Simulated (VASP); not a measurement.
# LaLu2N3 (P-4m2) in VASP: notebook, part 2 of 2

VASP 6.6.1. The steps go on from the part before.

## (4) Relaxation of cell and atoms, PBE

Input file INCAR:

```
SYSTEM = LaLu2N3
PREC     = Accurate       ! precision mode
ENCUT    = 600            ! plane-wave cutoff, eV
EDIFF    = 1E-7           ! SCF threshold, eV
ISMEAR   = 0              ! smearing method
SIGMA    = 0.1            ! smearing width, eV
LREAL    = .False.        ! projectors in reciprocal space
LASPH    = .True.         ! aspherical terms in the spheres
NELM     = 80             ! most SCF steps
ALGO     = Normal         ! electronic algorithm
ISIF     = 3              ! what is computed and relaxed
LWAVE    = .False.        ! write WAVECAR
LCHARG   = .False.        ! write CHGCAR
GGA      = PE             ! functional
IBRION   = 2              ! ionic algorithm
NSW      = 90             ! ionic steps
EDIFFG   = -0.04          ! ionic threshold
```

Input file KPOINTS:

```
regular mesh
0
Gamma
  6 6 2
  0 0 0
```

Input file POSCAR:

```
LaLu2N3
1.0
    3.6456575600      0.0000000000      0.0000000000
    0.0000000000      3.6456575600      0.0000000000
    0.0000000000      0.0000000000      8.0314583400
La Lu N
1 2 3
Direct
    0.0000000000      0.0000000000      0.0000000000
    0.0000000000      0.5000000000      0.7376120100
    0.5000000000      0.0000000000      0.2623879900
    0.5000000000      0.5000000000      0.0000000000
    0.0000000000      0.5000000000      0.3786259900
    0.5000000000      0.0000000000      0.6213740100
```

Potentials or basis: VASP PAW PBE potentials, release 64 (La, Lu, N).

Started as:

```
$ cat potpaw_PBE.64/La/POTCAR potpaw_PBE.64/Lu/POTCAR potpaw_PBE.64/N/POTCAR > POTCAR
$ mpirun -np 1 vasp_std > vasp.out
```

OUTCAR:

```text
SYSTEM = LaLu2N3
   PREC = Accurate
   ENCUT = 600
   EDIFF = 1E-7
   ISMEAR = 0
   LREAL = .False.
   LASPH = .True.
   NELM = 80
   ISIF = 3
   GGA = PE
   IBRION = 2
   NSW = 90
   EDIFFG = -0.04

 ion  position               nearest neighbor table
   1  0.000  0.000  0.000-   4 2.58   4 2.58   4 2.58   4 2.58   3 2.79   3 2.79   2 2.79   2 2.79

   2  0.000  0.500  0.738-   6 2.74   6 2.74   6 2.74   6 2.74   4 2.79   4 2.79   1 2.79   1 2.79

   3  0.500  0.000  0.262-   5 2.74   5 2.74   5 2.74   5 2.74   4 2.79   1 2.79   1 2.79   4 2.79

   4  0.500  0.500  0.000-   1 2.58   1 2.58   1 2.58   1 2.58   3 2.79   3 2.79   2 2.79   2 2.79

   5  0.000  0.500  0.379-   3 2.74   3 2.74   3 2.74   3 2.74
   6  0.500  0.000  0.621-   2 2.74   2 2.74   2 2.74   2 2.74

  LATTYP: Found a simple tetragonal cell.
 ALAT       =     3.6456575600
 C/A-ratio  =     2.2030204998

  Lattice vectors:

 A1 = (   3.6456575600,   0.0000000000,   0.0000000000)
 A2 = (   0.0000000000,   3.6456575600,   0.0000000000)
 A3 = (   0.0000000000,   0.0000000000,   8.0314583400)

Analysis of symmetry for initial positions (statically):
=====================================================================
 Subroutine PRICEL returns:
[... 178 lines left out ...]
------------------------ aborting loop because EDIFF is reached ----------------------------------------

  FORCE on cell =-STRESS in cart. coord.  units (eV):
  Direction    XX          YY          ZZ          XY          YZ          ZX
  --------------------------------------------------------------------------------------
  -------------------------------------------------------------------------------------
  Total       -9.9141390     -9.9141390     -3.5633558      0.0000000      0.0000000     -0.0000000
  in kB     -148.8056527   -148.8056527    -53.4839677      0.0000000      0.0000000     -0.0000000
  external PRESSURE =    -117.0317577 kB  Pullay stress =       0.0000000 kB
[... 101 lines left out ...]
  FREE ENERGIE OF THE ION-ELECTRON SYSTEM (eV)
  ---------------------------------------------------
  free  energy   TOTEN  =       -42.9763266244 eV

  energy  without entropy=      -42.9721425326  energy(sigma->0) =      -42.97423458

[... ionic steps 4 to 22 ...]

--------------------------------------- Ionic step       23  -------------------------------------------

 number of electron      76.0000017 magnetization

------------------------ aborting loop because EDIFF is reached ----------------------------------------
[... 75 lines left out ...]
--------------------------------------- Ionic step       25  -------------------------------------------

 number of electron      76.0000026 magnetization

 Free energy of the ion-electron system (eV)
  ---------------------------------------------------
  ext. energy  EPLUGINS =         0.00000000
  ---------------------------------------------------
  free energy    TOTEN  =       -45.79585478 eV

  energy without entropy =      -45.78798522  energy(sigma->0) =      -45.79192000

 E-fermi :   4.5321     XC(G=0): -10.5453

 val. band max:        4.4795491928   @ k =   0.3333   0.3333   0.5000
 cond. band min:       4.5965829004   @ k =   0.1667   0.1667   0.0000
 fundamental gap:      0.1170337076
 Fermi energy:         4.5320767092

 k-point     1 :       0.0000    0.0000    0.0000
  band No.  band energies     occupation
      1     -50.8615      2.00000
      2     -50.8239      2.00000
      3     -27.1860      2.00000
      4     -21.9770      2.00000
      5     -21.6122      2.00000
      6     -21.4477      2.00000
[... 982 lines left out ...]
  FREE ENERGIE OF THE ION-ELECTRON SYSTEM (eV)
  ---------------------------------------------------
  free  energy   TOTEN  =       -45.7958547754 eV

  energy  without entropy=      -45.7879852208  energy(sigma->0) =      -45.79192000

 reached required accuracy - stopping structural energy minimisation
```

OSZICAR:

```text
N       E                     dE             d eps       ncg     rms          rms(c)
DAV:   1     0.758426515112E+03    0.75843E+03   -0.30606E+04  2526   0.546E+03
DAV:   2     0.146790712928E+03   -0.61164E+03   -0.57416E+03  2194   0.773E+02
DAV:   3    -0.766411765206E+01   -0.15445E+03   -0.14734E+03  2105   0.264E+02
[... 411 lines left out ...]
DAV:   6    -0.457958525759E+02    0.43862E-05   -0.72306E-05  2968   0.169E-01    0.155E-02
DAV:   7    -0.457958546368E+02   -0.20609E-05   -0.37945E-05  3246   0.557E-02    0.630E-03
DAV:   8    -0.457958550934E+02   -0.45664E-06   -0.90020E-06  3152   0.281E-02    0.349E-03
DAV:   9    -0.457958548226E+02    0.27082E-06   -0.18784E-06  2720   0.246E-02    0.108E-03
DAV:  10    -0.457958547754E+02    0.47195E-07   -0.80770E-07  2663   0.636E-03
  25 F= -.45795855E+02 E0= -.45791920E+02  d E =-.442025E-03
```

CONTCAR:

```text
LaLu2N3
   1.00000000000000
     3.4039859044034784    0.0000000000000000    0.0000000000000000
     0.0000000000000000    3.4039859044034784    0.0000000000000000
     0.0000000000000000    0.0000000000000000    9.4206115056430040
  La              Lu              N
     1     2     3
Direct
     0.0000000000000000    0.0000000000000000    0.0000000000000000
     0.0000000000000000    0.5000000000000000    0.6209294200185754
     0.5000000000000000    0.0000000000000000    0.3790705799814245
     0.5000000000000000    0.5000000000000000    0.0000000000000000
     1.0000000000000000    0.5000000000000000    0.3839126903393596
     0.5000000000000000    0.0000000000000000    0.6160873096606405

  0.00000000E+00  0.00000000E+00  0.00000000E+00
  0.00000000E+00  0.00000000E+00  0.00000000E+00
  0.00000000E+00  0.00000000E+00  0.00000000E+00
  0.00000000E+00  0.00000000E+00  0.00000000E+00
  0.00000000E+00  0.00000000E+00  0.00000000E+00
  0.00000000E+00  0.00000000E+00  0.00000000E+00
```

Run time: 61 min. Hardware: 1 thread of Intel Xeon Platinum 8259CL at 2.50GHz (Skylake/Cascade Lake), shared host; peak memory 0.33 GiB.

What came out:

| Quantity | Value |
| --- | --- |
| Free energy | -45.7959 eV |
| Relaxed volume | 18.19 Å³/atom |
| Relaxed cell | a = 3.404 Å, b = 3.404 Å, c = 9.421 Å, α = 90.00°, β = 90.00°, γ = 90.00° |
| Space group after relaxing (to 0.05 Å) | P-4m2 (No. 115) |
| Energy gained by relaxing | 1469.9 meV/atom |
| Ionic steps | 25 |
| Pressure after relaxing | 0.0 GPa |
| Largest force after relaxing | 0.030 eV/Å |
| Band gap on the k mesh | zero (band 38 reaches 4.91 eV, above the bottom of band 39 at 4.05 eV) |

Forces in eV/Å, atoms in the order of the input:
```
La   0.000  0.000  0.000
Lu   0.000  0.000  0.004
Lu   0.000  0.000 -0.004
N    0.000  0.000  0.000
N    0.000  0.000 -0.030
N    0.000  0.000  0.030
```

Stress tensor (GPa, compression positive):
```
-0.10  0.00  0.00
 0.00 -0.10  0.00
 0.00  0.00  0.28
```

Step by step:
| step | energy change (eV) | largest force (eV/Å) | pressure (GPa) | volume (Å³) |
| --- | --- | --- | --- | --- |
| 1 | 0.0000 | 6.6737 | -11.70 | 106.74 |
| 2 | -5.3937 | 5.4078 | 6.79 | 87.81 |
| 3 | -5.9997 | 3.9793 | 26.12 | 80.17 |
| 4 | -7.9705 | 1.3620 | 11.70 | 86.47 |
| 5 | -7.9714 | 1.4012 | 11.43 | 86.64 |
| 6 | -8.2988 | 1.0674 | -0.79 | 93.70 |
| 7 | -8.2987 | 1.0698 | -0.71 | 93.66 |
| 8 | -8.4189 | 0.8390 | -0.22 | 94.36 |
| 9 | -8.6406 | 0.5977 | 1.61 | 96.44 |
| 10 | -8.3951 | 2.2184 | 8.39 | 100.37 |
| 11 | -8.6646 | 0.4718 | 3.28 | 97.40 |
| 12 | -8.7432 | 0.3657 | -1.15 | 103.51 |
| 13 | -8.7437 | 0.3627 | -2.07 | 104.66 |
| 14 | -8.8005 | 0.0629 | -1.08 | 106.82 |
| 15 | -8.8118 | 0.1898 | -0.32 | 108.29 |
| 16 | -8.8158 | 0.1097 | 0.34 | 107.84 |
| 17 | -8.8159 | 0.0890 | 0.51 | 107.73 |
| 18 | -8.8175 | 0.0830 | -0.07 | 108.28 |
| 19 | -8.8176 | 0.0638 | 0.00 | 108.21 |
| 20 | -8.8180 | 0.0437 | 0.08 | 108.28 |
| 21 | -8.8183 | 0.0332 | 0.20 | 108.46 |
| 22 | -8.8183 | 0.0347 | 0.08 | 108.57 |
| 23 | -8.8185 | 0.0372 | 0.03 | 108.75 |
| 24 | -8.8188 | 0.0424 | -0.09 | 109.11 |
| 25 | -8.8192 | 0.0303 | 0.03 | 109.16 |

Final structure:
```
CELL_PARAMETERS angstrom
3.40399 0.00000 0.00000
0.00000 3.40399 0.00000
0.00000 0.00000 9.42061
ATOMIC_POSITIONS crystal
La 0.00000 0.00000 0.00000
Lu 0.00000 0.50000 0.62093
Lu 0.50000 0.00000 0.37907
N 0.50000 0.50000 0.00000
N 0.00000 0.50000 0.38391
N 0.50000 0.00000 0.61609
```

Levels at points of the mesh, in eV from the Fermi level:
| k point | band 34 | band 35 | band 36 | band 37 | band 38 | band 39 | band 40 | band 41 | band 42 | band 43 |
| --- | --- | --- | --- | --- | --- | --- | --- | --- | --- | --- |
| (0.00, 0.00, 0.00) | -1.09 | -0.67 | -0.67 | -0.53 | -0.53 | -0.48 | 0.12 | 0.19 | 1.96 | 3.18 |
| (0.50, 0.00, 0.00) | -3.01 | -2.77 | -2.74 | -2.55 | -2.07 | 1.05 | 2.14 | 3.21 | 3.33 | 3.61 |
| (0.50, 0.50, 0.00) | -1.80 | -1.57 | -1.15 | 0.37 | 0.37 | 0.59 | 1.32 | 1.32 | 1.32 | 3.39 |
| (0.00, 0.00, 0.50) | -1.11 | -0.67 | -0.67 | -0.52 | -0.52 | 0.08 | 0.21 | 1.34 | 1.83 | 2.00 |
| (0.50, 0.00, 0.50) | -3.01 | -2.77 | -2.73 | -2.53 | -2.25 | 1.60 | 2.63 | 3.07 | 3.22 | 3.31 |
| (0.50, 0.50, 0.50) | -1.64 | -1.62 | -1.49 | 0.37 | 0.37 | 0.98 | 0.98 | 1.10 | 1.61 | 2.58 |

Caveat: the k points lie up to 0.33 Å⁻¹ apart in the final cell; spin-orbit coupling is left out, which moves the levels of the heavy elements.

## (5) Single point, PBE

This run uses another cell than the first one, of 18.28 Å³/atom, 1.028 times its volume.

Input file INCAR:

```
  PREC = Accurate
  ENCUT = 520
  EDIFF = 1E-6
  ISMEAR = 0
  SIGMA = 0.1
  LREAL = False
  LASPH = True
  NELM = 60
  ALGO = Normal
  ISIF = 2
  LWAVE = False
  LCHARG = True
  GGA = PE
  LELF = True
  LVHAR = True
  NBANDS = 47
```

Input file KPOINTS:

```
regular mesh
0
Gamma
  12 12 4
```

Input file POSCAR:

```
LaLu2N3
1.0
    3.4022097756      0.0000000000      0.0000000000
    0.0000000000      3.4022097756      0.0000000000
    0.0000000000      0.0000000000      9.4771818580
La Lu N
1 2 3
Direct
    0.0000000000      0.0000000000      0.0000000000
    0.0000000000      0.5000000000      0.6197943548
    0.5000000000      0.0000000000      0.3802056452
    0.5000000000      0.5000000000      0.0000000000
    0.0000000000      0.5000000000      0.3847359859
    0.5000000000      0.0000000000      0.6152640141
```

Potentials or basis: VASP PAW PBE potentials, release 64 (La, Lu, N).

Started as:

```
$ cat potpaw_PBE.64/La/POTCAR potpaw_PBE.64/Lu/POTCAR potpaw_PBE.64/N/POTCAR > POTCAR
$ mpirun -np 1 vasp_std > vasp.out
```

OUTCAR:

```text
PREC = Accurate
   ENCUT = 520
   EDIFF = 1E-6
   ISMEAR = 0
   LREAL = False
   LASPH = True
   NELM = 60
   ISIF = 2
   GGA = PE

 ion  position               nearest neighbor table
   1  0.000  0.000  0.000-   4 2.41   4 2.41   4 2.41   4 2.41
   2  0.000  0.500  0.620-   5 2.23   6 2.41   6 2.41   6 2.41   6 2.41   3 3.31   3 3.31   3 3.31
                             3 3.31
   3  0.500  0.000  0.380-   6 2.23   5 2.41   5 2.41   5 2.41   5 2.41   2 3.31   2 3.31   2 3.31
                             2 3.31
   4  0.500  0.500  0.000-   1 2.41   1 2.41   1 2.41   1 2.41
   5  0.000  0.500  0.385-   2 2.23   3 2.41   3 2.41   3 2.41   3 2.41
[... 1410 lines left out ...]
  Total        0.2752952      0.2752952      0.2539297      0.0000000      0.0000000      0.0000000
  in kB        4.0207570      4.0207570      3.7087078      0.0000000      0.0000000      0.0000000
  external PRESSURE =       3.9167406 kB  Pullay stress =       0.0000000 kB

 VOLUME and BASIS-vectors are now :
 -----------------------------------------------------------------------------
  energy-cutoff  :      520.00
  volume of cell :      109.70
      direct lattice vectors                 reciprocal lattice vectors
     3.402209776  0.000000000  0.000000000     0.293926614  0.000000000  0.000000000
     0.000000000  3.402209776  0.000000000     0.000000000  0.293926614  0.000000000
     0.000000000  0.000000000  9.477181858     0.000000000  0.000000000  0.105516599

 POSITION                                       TOTAL-FORCE (eV/Angst)
 -----------------------------------------------------------------------------------
      0.00000      0.00000      0.00000         0.000000      0.000000      0.000000
      0.00000      1.70110      5.87390        -0.000000      0.000000      0.078062
      1.70110      0.00000      3.60328         0.000000      0.000000     -0.078062
      1.70110      1.70110      0.00000         0.000000     -0.000000      0.000000
      0.00000      1.70110      3.64621         0.000000      0.000000     -0.048705
      1.70110      0.00000      5.83097         0.000000      0.000000      0.048705
 -----------------------------------------------------------------------------------
    total drift:                                0.000000      0.000000     -0.000000

  FREE ENERGIE OF THE ION-ELECTRON SYSTEM (eV)
  ---------------------------------------------------
  free  energy   TOTEN  =       -45.7873527089 eV

  energy  without entropy=      -45.7813386648  energy(sigma->0) =      -45.78434569
```

OSZICAR:

```text
N       E                     dE             d eps       ncg     rms          rms(c)
DAV:   1     0.728195841711E+03    0.72820E+03   -0.27472E+04 11379   0.469E+03
DAV:   2     0.125840341657E+03   -0.60236E+03   -0.55102E+03  9909   0.718E+02
DAV:   3    -0.333711124202E+02   -0.15921E+03   -0.15014E+03  9965   0.240E+02
DAV:   4    -0.546798842099E+02   -0.21309E+02   -0.21021E+02 12231   0.817E+01
DAV:   5    -0.564426661022E+02   -0.17628E+01   -0.17584E+01 14218   0.223E+01    0.198E+01
DAV:   6    -0.461792314597E+02    0.10263E+02   -0.80804E+01 13976   0.767E+01    0.959E+00
DAV:   7    -0.459419705135E+02    0.23726E+00   -0.13079E+01 13432   0.229E+01    0.536E+00
DAV:   8    -0.458345665913E+02    0.10740E+00   -0.23793E+00 15185   0.941E+00    0.257E+00
DAV:   9    -0.457819682366E+02    0.52598E-01   -0.39571E-01 14739   0.529E+00    0.909E-01
DAV:  10    -0.457874137328E+02   -0.54455E-02   -0.18155E-01 15207   0.210E+00    0.554E-01
DAV:  11    -0.457871426882E+02    0.27104E-03   -0.42739E-02 13067   0.171E+00    0.192E-01
DAV:  12    -0.457873091026E+02   -0.16641E-03   -0.70392E-03 13324   0.644E-01    0.770E-02
DAV:  13    -0.457874009067E+02   -0.91804E-04   -0.19946E-03 11745   0.234E-01    0.545E-02
DAV:  14    -0.457873448996E+02    0.56007E-04   -0.40167E-04 12889   0.141E-01    0.171E-02
DAV:  15    -0.457873546439E+02   -0.97443E-05   -0.67857E-05 13280   0.605E-02    0.157E-02
DAV:  16    -0.457873531508E+02    0.14931E-05   -0.46461E-05 12365   0.324E-02    0.555E-03
DAV:  17    -0.457873527089E+02    0.44191E-06   -0.55497E-06 10333   0.207E-02
   1 F= -.45787353E+02 E0= -.45784346E+02  d E =-.601404E-02
```

stdout:

```text
POSCAR found type information on POSCAR LaLuN
 POSCAR found :  3 types and       6 ions
 scaLAPACK will be used
 LDA part: xc-table for (Slater+PW92), standard interpolation
 POSCAR, INCAR and KPOINTS ok, starting setup
 FFT: planning ... GRIDC
 FFT: planning ... GRID_SOFT
 FFT: planning ... GRID
 WAVECAR not read
 entering main loop
```

It took 8.8 min on 1 thread of Intel Xeon Platinum 8259CL at 2.50GHz (Skylake/Cascade Lake), shared host; peak memory 0.53 GiB.

What came out:

```
Free energy            : -45.7874 eV
Pressure               : 0.4 GPa
Largest force          : 0.078 eV/Å
Band gap on the k mesh : zero (band 38 reaches 4.93 eV, above the bottom of band 39 at 4.01 eV)
```

Forces in eV/Å, atoms in the order of the input:
```
La   0.000  0.000  0.000
Lu   0.000  0.000  0.078
Lu   0.000  0.000 -0.078
N    0.000  0.000  0.000
N    0.000  0.000 -0.049
N    0.000  0.000  0.049
```

Caveat: spin-orbit coupling is left out, which moves the levels of the heavy elements.

## (6) Single point, PBE

This run uses another cell than the first one, of 18.28 Å³/atom, 1.028 times its volume.

Input file INCAR:

```
SYSTEM = LaLu2N3
ALGO = Normal
EDIFF = 1E-6
ENCUT = 520
GGA = PE
ISIF = 2
ISMEAR = 0
LASPH = .True.
LCHARG = .True.
LELF = .True.
LREAL = .False.
LVHAR = .True.
LWAVE = .False.
NBANDS = 47
NELM = 60
PREC = Accurate
SIGMA = 0.1
```

Input file KPOINTS:

```
k-points
0
Gamma
  12 12 4
  0 0 0
```

POSCAR is that of step 5.

Potentials or basis: VASP PAW PBE potentials, release 64 (La, Lu, N).

Started as:

```
$ cat potpaw_PBE.64/La/POTCAR potpaw_PBE.64/Lu/POTCAR potpaw_PBE.64/N/POTCAR > POTCAR
$ mpirun -np 1 vasp_std > vasp.out
```

Run time: 9.4 min. Hardware: 1 thread of Intel Xeon Platinum 8259CL at 2.50GHz (Skylake/Cascade Lake), shared host; peak memory 0.53 GiB.

Results (log left out):

```
Free energy            : -45.7874 eV
Pressure               : 0.4 GPa
Largest force          : 0.078 eV/Å
Band gap on the k mesh : zero (band 38 reaches 4.93 eV, above the bottom of band 39 at 4.01 eV)
```

Forces on the atoms (eV/Å):
```
La   0.000  0.000  0.000
Lu   0.000  0.000  0.078
Lu   0.000  0.000 -0.078
N    0.000  0.000  0.000
N    0.000  0.000 -0.049
N    0.000  0.000  0.049
```

Levels at points of the mesh, in eV from the Fermi level:
| k point | band 36 | band 37 | band 38 | band 39 | band 40 | band 41 |
| --- | --- | --- | --- | --- | --- | --- |
| (0.00, 0.00, 0.00) | -0.82 | -0.77 | -0.77 | -0.70 | -0.12 | 0.03 |
| (0.50, 0.00, 0.00) | -2.98 | -2.78 | -2.30 | 0.86 | 1.94 | 3.06 |
| (0.50, 0.50, 0.00) | -1.37 | 0.23 | 0.23 | 0.40 | 1.09 | 1.14 |
| (0.00, 0.00, 0.50) | -0.82 | -0.76 | -0.76 | -0.15 | 0.05 | 1.09 |
| (0.50, 0.00, 0.50) | -2.97 | -2.77 | -2.48 | 1.39 | 2.43 | 2.86 |
| (0.50, 0.50, 0.50) | -1.73 | 0.23 | 0.23 | 0.82 | 0.82 | 0.87 |

Caveat: spin-orbit coupling is left out, which moves the levels of the heavy elements.

## (7) Overview

```csv
task,cell,k mesh,cutoff (eV),gap on the mesh (eV),pressure (GPa),largest force (eV/Å)
single point,"a = 3.646, b = 3.646, c = 8.031 Å, 6 atoms",6 × 6 × 2,520,none,-11.6,6.67
single point,"a = 3.400, b = 3.400, c = 9.489 Å, 6 atoms",6 × 6 × 2,520,none,0.4,0.07
relaxation of cell and atoms,"relaxed from a = 3.646, b = 3.646, c = 8.031 Å, 6 atoms",6 × 6 × 2,600,none,0.0,0.03
single point,"a = 3.402, b = 3.402, c = 9.477 Å, 6 atoms",12 × 12 × 4,520,none,0.4,0.08
```

Alike in all rows: level PBE; potentials or basis VASP PAW PBE potentials, release 64 (La, Lu, N); no spin polarisation; smearing gaussian 0.1 eV.

Caveats: some runs use coarse meshes; spin-orbit coupling is left out, which moves the levels of the heavy elements; forces of over 1 eV/Å act on the atoms, so gaps and moduli don't describe the material at rest (some runs).

Absolute energies hang on the potentials; compare differences alone.
